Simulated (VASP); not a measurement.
# Ti3Al5 (Pmmm) in VASP: further runs

The runs below take Ti3Al5 through single point, with PBEsol.

Program: VASP 6.6.1. These are calculated values, not measurements. Logs are shortened: lines on timing, memory, paths and dates and some standing lists are left out, and cuts for length are marked.

### 1 The cell of the first run

It takes space group Pmmm (No. 47, orthorhombic). Conventional cell: a = 3.885 Å, b = 4.002 Å, c = 7.811 Å, α = 90.00°, β = 90.00°, γ = 90.00°. Within 3.5 Å of Ti (site symmetry mm2) lie 10 Al at 2.67 to 2.88 Å and 2 Ti at 2.84 Å. Ti (site symmetry mmm) has 8 Al at 2.75 to 2.79 Å and 4 Ti at 2.84 Å within 3.6 Å. Within 3.6 Å of Al (site symmetry mmm) lie 4 Al at 2.71 Å and 8 Ti at 2.79 to 2.88 Å. Al (site symmetry mmm) has 4 Ti at 2.72 Å and 8 Al at 2.79 to 2.80 Å within 3.6 Å. Within 3.5 Å of Al (site symmetry mmm) lie 4 Ti at 2.67 Å and 8 Al at 2.79 to 2.84 Å. Within 3.6 Å of Al (site symmetry mm2) lie 6 Al at 2.71 to 2.84 Å and 6 Ti at 2.75 to 2.79 Å.

### 2 Single point, PBEsol (strain -0.0300 x Voigt [0, 0, 1, 0, 0, 0])

Contents of INCAR:

```
SYSTEM = Ti3Al5
PREC = Accurate
ENCUT = 520
EDIFF = 1E-7
ISMEAR = 0
SIGMA = 0.15
LREAL = .FALSE.
LASPH = .TRUE.
NELM = 60
ALGO = Fast
ISIF = 2
LWAVE = .FALSE.
LCHARG = .FALSE.
GGA = PS
NBANDS = 36
```

Contents of KPOINTS:

```
Automatic mesh
0
G
  10 10 6
  0 0 0
```

Contents of POSCAR:

```
Ti3Al5
1.0
    3.8854354518      0.0000000000      0.0000000000
    0.0000000000      4.0017892621      0.0000000000
    0.0000000000      0.0000000000      7.8108641073
Ti Al
3 5
Direct
    0.0000000000      0.5000000000      0.2646132917
    0.0000000000      0.5000000000      0.7353867083
    0.5000000000      0.5000000000      0.0000000000
    0.0000000000      0.0000000000      0.0000000000
    0.0000000000      0.0000000000      0.5000000000
    0.5000000000      0.5000000000      0.5000000000
    0.5000000000      0.0000000000      0.2417027397
    0.5000000000      0.0000000000      0.7582972603
```

Potentials or basis: VASP PAW PBE potentials, release 64 (Ti_sv, Al).

Launch:

```sh
> cat potpaw_PBE.64/Ti_sv/POTCAR potpaw_PBE.64/Al/POTCAR > POTCAR
> mpirun -np 1 vasp_std > vasp.out
```

OUTCAR:

```text
SYSTEM = Ti3Al5
   PREC = Accurate
   ENCUT = 520
   EDIFF = 1E-7
   ISMEAR = 0
   LREAL = .FALSE.
   LASPH = .TRUE.
   NELM = 60
   ISIF = 2
   GGA = PS

 ion  position               nearest neighbor table
   1  0.000  0.500  0.265-   6 2.67   6 2.67   5 2.72   5 2.72   7 2.79   7 2.79   7 2.79   7 2.79
                             3 2.84   3 2.84   4 2.88   4 2.88
   2  0.000  0.500  0.735-   6 2.67   6 2.67   5 2.72   5 2.72   8 2.79   8 2.79   8 2.79   8 2.79
                             3 2.84   3 2.84   4 2.88   4 2.88
   3  0.500  0.500  0.000-   7 2.75   8 2.75   7 2.75   8 2.75   4 2.79   4 2.79   4 2.79   4 2.79
                             1 2.84   2 2.84   1 2.84   2 2.84
   4  0.000  0.000  0.000-   7 2.71   8 2.71   7 2.71   8 2.71   3 2.79   3 2.79   3 2.79   3 2.79
                             1 2.88   1 2.88   2 2.88   2 2.88
   5  0.000  0.000  0.500-   1 2.72   2 2.72   1 2.72   2 2.72   6 2.79   6 2.79   6 2.79   6 2.79
                             8 2.80   7 2.80   8 2.80   7 2.80
   6  0.500  0.500  0.500-   1 2.67   2 2.67   1 2.67   2 2.67   5 2.79   5 2.79   5 2.79   5 2.79
                             8 2.84   7 2.84   7 2.84   8 2.84
   7  0.500  0.000  0.242-   4 2.71   4 2.71   3 2.75   3 2.75   1 2.79   1 2.79   1 2.79   1 2.79
                             5 2.80   5 2.80   6 2.84   6 2.84
   8  0.500  0.000  0.758-   4 2.71   4 2.71   3 2.75   3 2.75   2 2.79   2 2.79   2 2.79   2 2.79
                             5 2.80   5 2.80   6 2.84   6 2.84

  LATTYP: Found a simple orthorhombic cell.
 ALAT       =     3.8854354518
 B/A-ratio  =     1.0299461442
 C/A-ratio  =     2.0102931072

  Lattice vectors:

 A1 = (   3.8854354518,   0.0000000000,   0.0000000000)
 A2 = (   0.0000000000,   4.0017892621,   0.0000000000)
 A3 = (   0.0000000000,   0.0000000000,   7.8108641073)

Analysis of symmetry for initial positions (statically):
=====================================================================
 Subroutine PRICEL returns:
 Original cell was already a primitive cell.

 Routine SETGRP: Setting up the symmetry group for a
 simple orthorhombic supercell.

 Subroutine GETGRP returns: Found  8 space group operations
 (whereof  8 operations were pure point group operations)
 out of a pool of  8 trial point group operations.

The static configuration has the point symmetry D_2h.

Analysis of symmetry for dynamics (positions and initial velocities):
=====================================================================
 Subroutine PRICEL returns:
 Original cell was already a primitive cell.

 Routine SETGRP: Setting up the symmetry group for a
 simple orthorhombic supercell.

 Subroutine GETGRP returns: Found  8 space group operations
 (whereof  8 operations were pure point group operations)
 out of a pool of  8 trial point group operations.

The dynamic configuration has the point symmetry D_2h.

 Subroutine INISYM returns: Found  8 space group operations
 (whereof  8 operations are pure point group operations),
 and found     1 'primitive' translations

----------------------------------------------------------------------------------------

                                     Primitive cell

  volume of cell :     121.4487

  direct lattice vectors                    reciprocal lattice vectors
     3.885435452  0.000000000  0.000000000     0.257371410  0.000000000  0.000000000
     0.000000000  4.001789262  0.000000000     0.000000000  0.249888221  0.000000000
     0.000000000  0.000000000  7.810864107     0.000000000  0.000000000  0.128026808

  length of vectors
     3.885435452  4.001789262  7.810864107     0.257371410  0.249888221  0.128026808

  position of ions in fractional coordinates (direct lattice)
     0.000000000  0.500000000  0.264613292
     0.000000000  0.500000000  0.735386708
     0.500000000  0.500000000  0.000000000
     0.000000000  0.000000000  0.000000000
     0.000000000  0.000000000  0.500000000
     0.500000000  0.500000000  0.500000000
     0.500000000  0.000000000  0.241702740
     0.500000000  0.000000000  0.758297260

  ion indices of the primitive-cell ions
   primitive index   ion index
                 1           1
                 2           2
                 3           3
                 4           4
                 5           5
                 6           6
                 7           7
                 8           8

----------------------------------------------------------------------------------------

 KPOINTS: Automatic mesh

Automatic generation of k-mesh.
 Grid dimensions read from file:
 generate k-points for:   10   10    6

 Generating k-lattice:

  Cartesian coordinates                     Fractional coordinates (reciprocal lattice)
     0.025737141  0.000000000  0.000000000     0.100000000  0.000000000  0.000000000
     0.000000000  0.024988822  0.000000000     0.000000000  0.100000000  0.000000000
     0.000000000  0.000000000  0.021337801     0.000000000  0.000000000  0.166666667

  Length of vectors
     0.025737141  0.024988822  0.021337801

  Shift w.r.t. Gamma in fractional coordinates (k-lattice)
     0.000000000  0.000000000  0.000000000

 Subroutine IBZKPT returns following result:
 ===========================================

 Found    144 irreducible k-points:

 Following reciprocal coordinates:
            Coordinates               Weight
  0.000000  0.000000  0.000000      1.000000
  0.100000  0.000000  0.000000      2.000000
  0.200000  0.000000  0.000000      2.000000
  0.300000  0.000000  0.000000      2.000000
  0.400000  0.000000  0.000000      2.000000
  0.500000  0.000000  0.000000      1.000000
[... 16 lines left out ...]
  0.400000  0.300000  0.000000      4.000000
  0.500000  0.300000  0.000000      2.000000
 [... further k-points ...]
   k-points           NKPTS =    144   k-points in BZ     NKDIM =    144   number of bands    NBANDS=     36
   number of dos      NEDOS =    301   number of ions     NIONS =      8
   total plane-waves  NPLWV =  54000
   dimension x,y,z NGX =    30 NGY =   30 NGZ =   60
   dimension x,y,z NGXF=    60 NGYF=   60 NGZF=  120
   ions per type =               3   5
   NGX,Y,Z   is equivalent  to a cutoff of  12.84, 12.46, 12.77 a.u.
   NGXF,Y,Z  is equivalent  to a cutoff of  25.67, 24.93, 25.54 a.u.
 SYSTEM =  Ti3Al5
   PREC   = accura    normal or accurate (medium, high low for compatibility)
   ISTART =      0    job   : 0-new  1-cont  2-samecut
   ICHARG =      2    charge: 1-file 2-atom 10-const
   ISPIN  =      1    spin polarized calculation?
   LNONCOLLINEAR =      F non collinear calculations
   LSORBIT =      F    spin-orbit coupling
   LASPH  =      T    aspherical Exc in radial PAW
   ENCUT  =  520.0 eV  38.22 Ry    6.18 a.u.   7.22  7.44 14.52*2*pi/ulx,y,z
   NELM   =     60;   NELMIN=  2; NELMDL= -5     # of ELM steps
   EDIFF  = 0.1E-06   stopping-criterion for ELM
   LREAL  =      F    real-space projection
   EDIFFG = 0.1E-05   stopping-criterion for IOM
   NSW    =      0    number of steps for IOM
   IBRION =     -1    ionic relax: 0-MD 1-quasi-New 2-CG
   NFREE  =      0    steps in history (QN), initial steepest desc. (CG)
   ISIF   =      2    stress and relaxation
   ISYM   =      2    0-nonsym 1-usesym 2-fastsym
   POTIM  = 0.5000    time-step for ionic-motion
   TEBEG  =    0.0;   TEEND  =   0.0 temperature during run
   PSTRESS=    0.0 pullay stress
   NELECT =      51.0000    total number of electrons
   NUPDOWN=      -1.0000    fix difference up-down
   EMIN   =  10.00;   EMAX   =-10.00  energy-range for DOS
   EFERMI =   0.00;   METHOD = LEGACY
   ISMEAR =     0;   SIGMA  =   0.15  broadening in eV -4-tet -1-fermi 0-gaus
   EFERMI_NEDOS =   21; number of points for ismear=-14 and -15
   IALGO  =     68    algorithm
   IMIX   =      4    mixing-type and parameters
     AMIX     =   0.40;   BMIX     =  1.00
     AMIX_MAG =   1.60;   BMIX_MAG =  1.00
  volume/ion in A,a.u.               =      15.18       102.45
  Fermi-wavevector in a.u.,A,eV,Ry     =   1.225934  2.316680 20.448401  1.502915
  Thomas-Fermi vector in A             =   2.360954
   LORBIT       =      0    0 simple, 1 ext, 2 COOP (PROOUT), +10 PAW based schemes
   GGA     = PS    functional components
   LHFCALC =     F    Hartree Fock is set to
   AEXX    =    0.0000 exact exchange contribution
   IVDW    =     0    specifies the selected vdW correction
   LEPSILON=     F    determine dielectric tensor
   LRPA    =     F    only Hartree local field effects (RPA)
 non-spin polarized calculation
 RMM-DIIS sequential band-by-band and
 Gauss-broadening in eV      SIGMA  =   0.15
  energy-cutoff  :      520.00
  volume of cell :      121.45
 maximum number of plane-waves:      3298
 NGX is ok and might be reduce to    30
   NGX = 15   NGY = 15   NGZ = 29

 number of electron      51.0000000 magnetization

 Free energy of the ion-electron system (eV)
  ---------------------------------------------------
  ext. energy  EPLUGINS =         0.00000000
  ---------------------------------------------------
  free energy    TOTEN  =       -48.74970662 eV

  energy without entropy =      -48.69796543  energy(sigma->0) =      -48.72383602

 E-fermi :   8.9334     XC(G=0): -11.2116

 val. band max:        8.9287583526   @ k =   0.4000   0.3000   0.3333
 cond. band min:       8.9365224470   @ k =   0.3000   0.2000   0.3333
 fundamental gap:      0.0077640944
 Fermi energy:         8.9333629386

 k-point     1 :       0.0000    0.0000    0.0000
  band No.  band energies     occupation
      1     -47.4142      2.00000
      2     -47.4038      2.00000
      3     -47.2348      2.00000
      4     -23.9000      2.00000
      5     -23.8868      2.00000
      6     -23.8380      2.00000
[... 28 lines left out ...]
     35      12.6221      0.00000
     36      12.6484      0.00000

 k-point     2 :       0.1000    0.0000    0.0000
  band No.  band energies     occupation
      1     -47.4133      2.00000
      2     -47.4037      2.00000
      3     -47.2355      2.00000
      4     -23.8989      2.00000
      5     -23.8867      2.00000
      6     -23.8460      2.00000
[... 850 lines left out ...]
 k-point    24 :       0.5000    0.3000    0.0000
  band No.  band energies     occupation
      1     -47.4037      2.00000
      2     -47.4023      2.00000
      3     -47.2424      2.00000
      4     -23.8988      2.00000
      5     -23.8956      2.00000
      6     -23.8892      2.00000
[... 28 lines left out ...]
     35      11.5537      0.00000
     36      12.0356      0.00000

 [... further k-points ...]

------------------------ aborting loop because EDIFF is reached ----------------------------------------

  FORCE on cell =-STRESS in cart. coord.  units (eV):
  Direction    XX          YY          ZZ          XY          YZ          ZX
  --------------------------------------------------------------------------------------
  -------------------------------------------------------------------------------------
  Total        2.0446108      1.8101885      5.0754869     -0.0000000      0.0000000      0.0000000
  in kB       26.9729366     23.8803883     66.9568941     -0.0000000      0.0000000      0.0000000
  external PRESSURE =      39.2700730 kB  Pullay stress =       0.0000000 kB

 VOLUME and BASIS-vectors are now :
 -----------------------------------------------------------------------------
  energy-cutoff  :      520.00
  volume of cell :      121.45
      direct lattice vectors                 reciprocal lattice vectors
     3.885435452  0.000000000  0.000000000     0.257371410  0.000000000  0.000000000
     0.000000000  4.001789262  0.000000000     0.000000000  0.249888221  0.000000000
     0.000000000  0.000000000  7.810864107     0.000000000  0.000000000  0.128026808

 POSITION                                       TOTAL-FORCE (eV/Angst)
 -----------------------------------------------------------------------------------
      0.00000      2.00089      2.06686         0.000000     -0.000000     -0.104934
      0.00000      2.00089      5.74401         0.000000     -0.000000      0.104934
      1.94272      2.00089      0.00000         0.000000      0.000000      0.000000
      0.00000      0.00000      0.00000         0.000000      0.000000      0.000000
      0.00000      0.00000      3.90543         0.000000      0.000000      0.000000
      1.94272      2.00089      3.90543         0.000000      0.000000      0.000000
      1.94272      0.00000      1.88791        -0.000000      0.000000      0.075554
      1.94272      0.00000      5.92296         0.000000      0.000000     -0.075554
 -----------------------------------------------------------------------------------
    total drift:                                0.000000      0.000000      0.000000

  FREE ENERGIE OF THE ION-ELECTRON SYSTEM (eV)
  ---------------------------------------------------
  free  energy   TOTEN  =       -48.7497066167 eV

  energy  without entropy=      -48.6979654327  energy(sigma->0) =      -48.72383602
```

Run time: 27 min. Hardware: 1 thread of AMD EPYC 9R45 (Zen 5), shared host; peak memory 0.55 GiB.

Results:

```yaml
Free_energy: -48.7497 eV
Pressure: 3.9 GPa
Largest_force: 0.105 eV/Å
Band_gap_on_the_k_mesh: zero (an odd number of electrons rules out a gap without spin polarisation)
```

Forces in eV/Å, atoms in the order of the input:
```
Ti   0.000  0.000 -0.105
Ti   0.000  0.000  0.105
Ti   0.000  0.000  0.000
Al   0.000  0.000  0.000
Al   0.000  0.000  0.000
Al   0.000  0.000  0.000
Al   0.000  0.000  0.076
Al   0.000  0.000 -0.076
```

Caveat: the cell differs from its parent crystal (strain -0.0300 x Voigt [0, 0, 1, 0, 0, 0]); the cell stands under pressure; the PAW data sets were made with another functional, which shifts forces and pressure a little.

### 3 Single point, PBEsol (strain -0.0150 x Voigt [0, 0, 1, 0, 0, 0])

Contents of INCAR:

```
PREC     = Accurate       # precision mode
ENCUT    = 520            # plane-wave cutoff, eV
EDIFF    = 1E-7           # SCF threshold, eV
ISMEAR   = 0              # smearing method
SIGMA    = 0.15           # smearing width, eV
LREAL    = F              # projectors in reciprocal space
LASPH    = T              # aspherical terms in the spheres
NELM     = 100            # most SCF steps
ALGO     = Fast           # electronic algorithm
ISIF     = 2              # what is computed and relaxed
LWAVE    = F              # write WAVECAR
LCHARG   = F              # write CHGCAR
GGA      = PS             # functional
NBANDS   = 36             # bands
```

Contents of KPOINTS:

```
Automatic mesh
0
Gamma
  10 10 6
```

POSCAR, as its differences from that of step 2:

```diff
@@ -4,3 +4,3 @@
     0.0000000000      4.0017892621      0.0000000000
-    0.0000000000      0.0000000000      7.8108641073
+    0.0000000000      0.0000000000      7.9316506656
 Ti Al
```

Potentials or basis: VASP PAW PBE potentials, release 64 (Ti_sv, Al).

Launch:

```sh
> cat potpaw_PBE.64/Ti_sv/POTCAR potpaw_PBE.64/Al/POTCAR > POTCAR
> mpirun -np 1 vasp_std > vasp.out
```

OUTCAR:

```text
PREC = Accurate
   ENCUT = 520
   EDIFF = 1E-7
   ISMEAR = 0
   LREAL = F
   LASPH = T
   NELM = 100
   ISIF = 2
   GGA = PS

 ion  position               nearest neighbor table
   1  0.000  0.500  0.265-   6 2.69   6 2.69   5 2.74   5 2.74   7 2.79   7 2.79   7 2.79   7 2.79
                             3 2.86   3 2.86   4 2.90   4 2.90
   2  0.000  0.500  0.735-   6 2.69   6 2.69   5 2.74   5 2.74   8 2.79   8 2.79   8 2.79   8 2.79
                             3 2.86   3 2.86   4 2.90   4 2.90
   3  0.500  0.500  0.000-   7 2.77   8 2.77   7 2.77   8 2.77   4 2.79   4 2.79   4 2.79   4 2.79
                             1 2.86   2 2.86   1 2.86   2 2.86
   4  0.000  0.000  0.000-   7 2.73   8 2.73   7 2.73   8 2.73   3 2.79   3 2.79   3 2.79   3 2.79
                             1 2.90   1 2.90   2 2.90   2 2.90
[... 1161 lines left out ...]
  external PRESSURE =      19.1269258 kB  Pullay stress =       0.0000000 kB

 VOLUME and BASIS-vectors are now :
 -----------------------------------------------------------------------------
  energy-cutoff  :      520.00
  volume of cell :      123.33
      direct lattice vectors                 reciprocal lattice vectors
     3.885435452  0.000000000  0.000000000     0.257371410  0.000000000  0.000000000
     0.000000000  4.001789262  0.000000000     0.000000000  0.249888221  0.000000000
     0.000000000  0.000000000  7.931650666     0.000000000  0.000000000  0.126077161

 POSITION                                       TOTAL-FORCE (eV/Angst)
 -----------------------------------------------------------------------------------
      0.00000      2.00089      2.09882        -0.000000      0.000000     -0.053247
      0.00000      2.00089      5.83283         0.000000      0.000000      0.053247
      1.94272      2.00089      0.00000         0.000000      0.000000      0.000000
      0.00000      0.00000      0.00000         0.000000      0.000000      0.000000
      0.00000      0.00000      3.96583         0.000000      0.000000      0.000000
      1.94272      2.00089      3.96583         0.000000      0.000000      0.000000
      1.94272      0.00000      1.91710         0.000000      0.000000      0.038266
      1.94272      0.00000      6.01455         0.000000     -0.000000     -0.038266
 -----------------------------------------------------------------------------------
    total drift:                                0.000000      0.000000      0.000000

  FREE ENERGIE OF THE ION-ELECTRON SYSTEM (eV)
  ---------------------------------------------------
  free  energy   TOTEN  =       -48.8084993349 eV

  energy  without entropy=      -48.7552784154  energy(sigma->0) =      -48.78188888
```

Run time: 25 min. Hardware: 1 thread of AMD EPYC 9R45 (Zen 5), shared host; peak memory 0.55 GiB.

What came out:

- Free energy: -48.8085 eV
- Pressure: 1.9 GPa
- Largest force: 0.053 eV/Å
- Band gap on the k mesh: zero (an odd number of electrons rules out a gap without spin polarisation)

Forces in eV/Å, atoms in the order of the input:
```
Ti   0.000  0.000 -0.053
Ti   0.000  0.000  0.053
Ti   0.000  0.000  0.000
Al   0.000  0.000  0.000
Al   0.000  0.000  0.000
Al   0.000  0.000  0.000
Al   0.000  0.000  0.038
Al   0.000  0.000 -0.038
```

Caveat: the cell differs from its parent crystal (strain -0.0150 x Voigt [0, 0, 1, 0, 0, 0]); the PAW data sets were made with another functional, which shifts forces and pressure a little.
